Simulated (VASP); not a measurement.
Wanted: the native input for a VASP 6.6.1 run.

```yaml
Task: single point
Functional: PBE
Potentials_or_basis: VASP PAW PBE potentials, release 64 (Os)
Cutoff: 520 eV
k_mesh: 15 × 15 × 15
Occupations: fermi-dirac, width 0.05 eV
Spin: no spin polarisation
Dipole_correction: no
Further_INCAR_settings: ALGO = Normal; EDIFF = 1e-06; NBANDS = 10
```

The structure of Os lies in POSCAR:

```
Os
1.0
    2.5574094138      0.0000000000      0.0000000000
    0.0000000000      2.5574094138      0.0000000000
    0.0000000000      0.0000000000      2.5574094138
Os
1
Direct
    0.0000000000      0.0000000000      0.0000000000
```

These files were run (other wordings do the same):

INCAR

```
PREC     = Accurate       # precision mode
ENCUT    = 520            # plane-wave cutoff, eV
EDIFF    = 1E-6           # SCF threshold, eV
ISMEAR   = -1             # smearing method
SIGMA    = 0.05           # smearing width, eV
LREAL    = False          # projectors in reciprocal space
LASPH    = True           # aspherical terms in the spheres
NELM     = 60             # most SCF steps
ALGO     = Normal         # electronic algorithm
ISIF     = 2              # what is computed and relaxed
LWAVE    = False          # write WAVECAR
LCHARG   = False          # write CHGCAR
GGA      = PE             # functional
NBANDS   = 10             # bands
```

KPOINTS

```
regular mesh
0
Gamma
  15 15 15
```

Potentials or basis: VASP PAW PBE potentials, release 64 (Os).

Run with:

```bash
$ cat potpaw_PBE.64/Os/POTCAR > POTCAR
$ mpirun -np 1 vasp_std > vasp.out
```

Results of the run:

```yaml
Pressure: -0.3 GPa
Band_gap_on_the_k_mesh: zero (band 4 reaches 11.70 eV, above the bottom of band 5 at 6.07 eV)
```

Caveat: spin-orbit coupling is left out, which moves the levels of the heavy elements.

It took 22 s on 1 thread of AMD EPYC 7R43 64-Core Processor (Zen 3), on a shared host, peak memory 0.1 GiB.
